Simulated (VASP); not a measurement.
# InSb (CsCl type) (Pm-3m) in VASP: further runs

Runs on InSb (CsCl type). Level: PBE. Tasks: single point, relaxation of cell and atoms.

Everything below comes from runs of VASP 6.6.1. Logs are shortened: lines on timing, memory, paths and dates and some standing lists are left out, and cuts for length are marked.

## Step 1: The cell of the first run

Symmetry: Pm-3m, No. 221, cubic system. Conventional cell: a = 3.368 Å, b = 3.368 Å, c = 3.368 Å, α = 90.00°, β = 90.00°, γ = 90.00°. Within 3.8 Å of In (site symmetry m-3m) lie 8 Sb at 2.92 Å and 6 In at 3.37 Å. Sb (site symmetry m-3m) has 8 In at 2.92 Å and 6 Sb at 3.37 Å within 3.8 Å.

## Step 2: Single point, PBE

INCAR

```
PREC     = Accurate       # precision mode
ENCUT    = 520            # plane-wave cutoff, eV
EDIFF    = 1E-7           # SCF threshold, eV
ISMEAR   = -1             # smearing method
SIGMA    = 0.05           # smearing width, eV
LREAL    = False          # projectors in reciprocal space
LASPH    = True           # aspherical terms in the spheres
NELM     = 100            # most SCF steps
ALGO     = Normal         # electronic algorithm
ISIF     = 2              # what is computed and relaxed
LWAVE    = False          # write WAVECAR
LCHARG   = True           # write CHGCAR
GGA      = PE             # functional
LELF     = True           # ELF
LVHAR    = True         
NBANDS   = 16             # bands
```

KPOINTS

```
Automatic mesh
0
Gamma
  13 13 13
```

POSCAR

```
InSb
1.0
    3.3676575386      0.0000000000      0.0000000000
    0.0000000000      3.3676575386      0.0000000000
    0.0000000000      0.0000000000      3.3676575386
In Sb
1 1
Direct
    0.0000000000      0.0000000000      0.0000000000
    0.5000000000      0.5000000000      0.5000000000
```

Potentials or basis: VASP PAW PBE potentials, release 64 (In_d, Sb).

Run with:

```
$ cat potpaw_PBE.64/In_d/POTCAR potpaw_PBE.64/Sb/POTCAR > POTCAR
$ mpirun -np 1 vasp_std > vasp.out
```

OUTCAR:

```text
PREC = Accurate
   ENCUT = 520
   EDIFF = 1E-7
   ISMEAR = -1
   LREAL = False
   LASPH = True
   NELM = 100
   ISIF = 2
   GGA = PE

 ion  position               nearest neighbor table
   1  0.000  0.000  0.000-   2 2.92   2 2.92   2 2.92   2 2.92   2 2.92   2 2.92   2 2.92   2 2.92

   2  0.500  0.500  0.500-   1 2.92   1 2.92   1 2.92   1 2.92   1 2.92   1 2.92   1 2.92   1 2.92

  LATTYP: Found a simple cubic cell.
 ALAT       =     3.3676575386

  Lattice vectors:

 A1 = (   3.3676575386,   0.0000000000,   0.0000000000)
 A2 = (   0.0000000000,   3.3676575386,   0.0000000000)
 A3 = (   0.0000000000,   0.0000000000,   3.3676575386)

Analysis of symmetry for initial positions (statically):
=====================================================================
 Subroutine PRICEL returns:
 Original cell was already a primitive cell.

 Routine SETGRP: Setting up the symmetry group for a
 simple cubic supercell.

 Subroutine GETGRP returns: Found 48 space group operations
 (whereof 48 operations were pure point group operations)
 out of a pool of 48 trial point group operations.

The static configuration has the point symmetry O_h .

Analysis of symmetry for dynamics (positions and initial velocities):
=====================================================================
 Subroutine PRICEL returns:
 Original cell was already a primitive cell.

 Routine SETGRP: Setting up the symmetry group for a
 simple cubic supercell.

 Subroutine GETGRP returns: Found 48 space group operations
 (whereof 48 operations were pure point group operations)
 out of a pool of 48 trial point group operations.

The dynamic configuration has the point symmetry O_h .

 Subroutine INISYM returns: Found 48 space group operations
 (whereof 48 operations are pure point group operations),
 and found     1 'primitive' translations

----------------------------------------------------------------------------------------

                                     Primitive cell

  volume of cell :      38.1930

  direct lattice vectors                    reciprocal lattice vectors
     3.367657539  0.000000000  0.000000000     0.296942307  0.000000000  0.000000000
     0.000000000  3.367657539  0.000000000     0.000000000  0.296942307  0.000000000
     0.000000000  0.000000000  3.367657539     0.000000000  0.000000000  0.296942307

  length of vectors
[... 81 lines left out ...]
   NELM   =    100;   NELMIN=  2; NELMDL= -5     # of ELM steps
   EDIFF  = 0.1E-06   stopping-criterion for ELM
   LREAL  =      F    real-space projection
   EDIFFG = 0.1E-05   stopping-criterion for IOM
   NSW    =      0    number of steps for IOM
   IBRION =     -1    ionic relax: 0-MD 1-quasi-New 2-CG
   NFREE  =      0    steps in history (QN), initial steepest desc. (CG)
   ISIF   =      2    stress and relaxation
   ISYM   =      2    0-nonsym 1-usesym 2-fastsym
   POTIM  = 0.5000    time-step for ionic-motion
   TEBEG  =    0.0;   TEEND  =   0.0 temperature during run
   PSTRESS=    0.0 pullay stress
   NELECT =      18.0000    total number of electrons
   NUPDOWN=      -1.0000    fix difference up-down
   EMIN   =  10.00;   EMAX   =-10.00  energy-range for DOS
   EFERMI =   0.00;   METHOD = LEGACY
   ISMEAR =    -1;   SIGMA  =   0.05  broadening in eV -4-tet -1-fermi 0-gaus
   EFERMI_NEDOS =   21; number of points for ismear=-14 and -15
   IALGO  =     38    algorithm
   IMIX   =      4    mixing-type and parameters
     AMIX     =   0.40;   BMIX     =  1.00
     AMIX_MAG =   1.60;   BMIX_MAG =  1.00
  volume/ion in A,a.u.               =      19.10       128.87
  Fermi-wavevector in a.u.,A,eV,Ry     =   1.274005  2.407520 22.083457  1.623088
  Thomas-Fermi vector in A             =   2.406797
   LORBIT       =      0    0 simple, 1 ext, 2 COOP (PROOUT), +10 PAW based schemes
   GGA     = PE    functional components
   LHFCALC =     F    Hartree Fock is set to
   AEXX    =    0.0000 exact exchange contribution
   IVDW    =     0    specifies the selected vdW correction
   LEPSILON=     F    determine dielectric tensor
   LRPA    =     F    only Hartree local field effects (RPA)
 non-spin polarized calculation
  energy-cutoff  :      520.00
  volume of cell :       38.19
 maximum number of plane-waves:      1046
 NGX is ok and might be reduce to    28
   NGX = 13   NGY = 13   NGZ = 13

 number of electron      17.9999998 magnetization

 Free energy of the ion-electron system (eV)
  ---------------------------------------------------
  ext. energy  EPLUGINS =         0.00000000
  ---------------------------------------------------
  free energy    TOTEN  =        -5.00364072 eV

  energy without entropy =       -4.99859461  energy(sigma->0) =       -5.00111767

 E-fermi :  12.6547     XC(G=0): -11.8287

 val. band max:       12.6048253105   @ k =   0.3846   0.0769   0.0769
 cond. band min:      12.7870727725   @ k =   0.3846   0.0769   0.0000
 fundamental gap:      0.1822474620
 Fermi energy:        12.6547367726

 k-point     1 :       0.0000    0.0000    0.0000
  band No.  band energies     occupation
      1      -2.5318      2.00000
      2      -2.5318      2.00000
      3      -2.1982      2.00000
      4      -2.1982      2.00000
      5      -2.1982      2.00000
      6      -1.6971      2.00000
[... 433 lines left out ...]
      3      -2.3066      2.00000
      4      -2.2706      2.00000
      5      -2.1572      2.00000
      6       1.7698      2.00000
[... 8 lines left out ...]
     15      22.8139      0.00000
     16      24.9696      0.00000

 [... further k-points ...]

------------------------ aborting loop because EDIFF is reached ----------------------------------------

  FORCE on cell =-STRESS in cart. coord.  units (eV):
  Direction    XX          YY          ZZ          XY          YZ          ZX
  --------------------------------------------------------------------------------------
  -------------------------------------------------------------------------------------
  Total        9.7938498      9.7938498      9.7938498      0.0000000      0.0000000      0.0000000
  in kB      410.8471291    410.8471291    410.8471291      0.0000000      0.0000000      0.0000000
  external PRESSURE =     410.8471291 kB  Pullay stress =       0.0000000 kB

 VOLUME and BASIS-vectors are now :
 -----------------------------------------------------------------------------
  energy-cutoff  :      520.00
  volume of cell :       38.19
      direct lattice vectors                 reciprocal lattice vectors
     3.367657539  0.000000000  0.000000000     0.296942307  0.000000000  0.000000000
     0.000000000  3.367657539  0.000000000     0.000000000  0.296942307  0.000000000
     0.000000000  0.000000000  3.367657539     0.000000000  0.000000000  0.296942307

 POSITION                                       TOTAL-FORCE (eV/Angst)
 -----------------------------------------------------------------------------------
      0.00000      0.00000      0.00000         0.000000      0.000000      0.000000
      1.68383      1.68383      1.68383         0.000000      0.000000      0.000000
 -----------------------------------------------------------------------------------
    total drift:                               -0.000000     -0.000000     -0.000000

  FREE ENERGIE OF THE ION-ELECTRON SYSTEM (eV)
  ---------------------------------------------------
  free  energy   TOTEN  =        -5.0036407247 eV

  energy  without entropy=       -4.9985946134  energy(sigma->0) =       -5.00111767
```

stdout:

```text
POSCAR found type information on POSCAR InSb
 POSCAR found :  2 types and       2 ions
 scaLAPACK will be used
 LDA part: xc-table for (Slater+PW92), standard interpolation
 POSCAR, INCAR and KPOINTS ok, starting setup
 FFT: planning ... GRIDC
 FFT: planning ... GRID_SOFT
 FFT: planning ... GRID
 WAVECAR not read
 entering main loop
```

Wall time 24 s (1 thread of Intel Xeon 6975P-C (Granite Rapids), shared host); peak memory 0.19 GiB.

What came out:

```
Free energy            : -5.0036 eV
Pressure               : 41.1 GPa
Band gap on the k mesh : zero (bands 9 and 10 overlap by 4.45 eV)
```

Caveat: the cell stands under pressure; spin-orbit coupling is left out, which moves the levels of the heavy elements.

## Step 3: Relaxation of cell and atoms, PBE, target pressure 41 GPa, at which the enthalpy is minimised

INCAR

```
PREC     = Accurate       # precision mode
ENCUT    = 600            # plane-wave cutoff, eV
EDIFF    = 1E-6           # SCF threshold, eV
ISMEAR   = -1             # smearing method
SIGMA    = 0.05           # smearing width, eV
LREAL    = False          # projectors in reciprocal space
LASPH    = True           # aspherical terms in the spheres
NELM     = 80             # most SCF steps
ALGO     = Normal         # electronic algorithm
ISIF     = 3              # what is computed and relaxed
LWAVE    = False          # write WAVECAR
LCHARG   = False          # write CHGCAR
GGA      = PE             # functional
IBRION   = 2              # ionic algorithm
NSW      = 32             # ionic steps
EDIFFG   = -0.005         # ionic threshold
PSTRESS  = 410.0
```

KPOINTS is that of step 2.

POSCAR is that of step 2.

Potentials or basis: VASP PAW PBE potentials, release 64 (In_d, Sb).

Run with:

```
$ cat potpaw_PBE.64/In_d/POTCAR potpaw_PBE.64/Sb/POTCAR > POTCAR
$ mpirun -np 1 vasp_std > vasp.out
```

Wall time 34 s (1 thread of Intel Xeon 6975P-C (Granite Rapids), shared host); peak memory 0.21 GiB.

It converged, with:

| Item | Value |
| --- | --- |
| Free energy | -5.0085 eV |
| Relaxed volume | 19.11 Å³/atom |
| Relaxed cell | a = 3.368 Å, b = 3.368 Å, c = 3.368 Å, α = 90.00°, β = 90.00°, γ = 90.00° |
| Space group after relaxing (to 0.1 Å) | Pm-3m (No. 221) |
| Energy change on relaxing (the run minimises the enthalpy) | -2.3 meV/atom |
| Ionic steps | 3 |
| Pressure after relaxing | 41.0 GPa |

The path:
| step | energy change (eV) | largest force (eV/Å) | pressure (GPa) | volume (Å³) |
| --- | --- | --- | --- | --- |
| 1 | 0.0000 | 0.0000 | 41.11 | 38.19 |
| 2 | -0.0192 | 0.0000 | 40.70 | 38.27 |
| 3 | -0.0047 | 0.0000 | 41.01 | 38.21 |

Final structure:
```
In Sb
1.0
     3.36820    0.00000    0.00000
     0.00000    3.36820    0.00000
     0.00000    0.00000    3.36820
In Sb
1 1
Direct
  0.00000 0.00000 0.00000
  0.50000 0.50000 0.50000
```

Levels at points of the mesh, in eV from the Fermi level:
| k point | band 5 | band 6 | band 7 | band 8 | band 9 | band 10 | band 11 | band 12 | band 13 |
| --- | --- | --- | --- | --- | --- | --- | --- | --- | --- |
| (0.00, 0.00, 0.00) | -14.85 | -14.35 | -1.11 | -1.11 | -1.11 | 0.24 | 4.02 | 4.02 | 12.11 |

Caveat: the cell is relaxed towards a set pressure, so the run minimises the enthalpy, not the energy; the highest band is partly filled, so the run has too few bands; spin-orbit coupling is left out, which moves the levels of the heavy elements.

The gap in the log of VASP goes by the Fermi energy; the results here count the filled bands.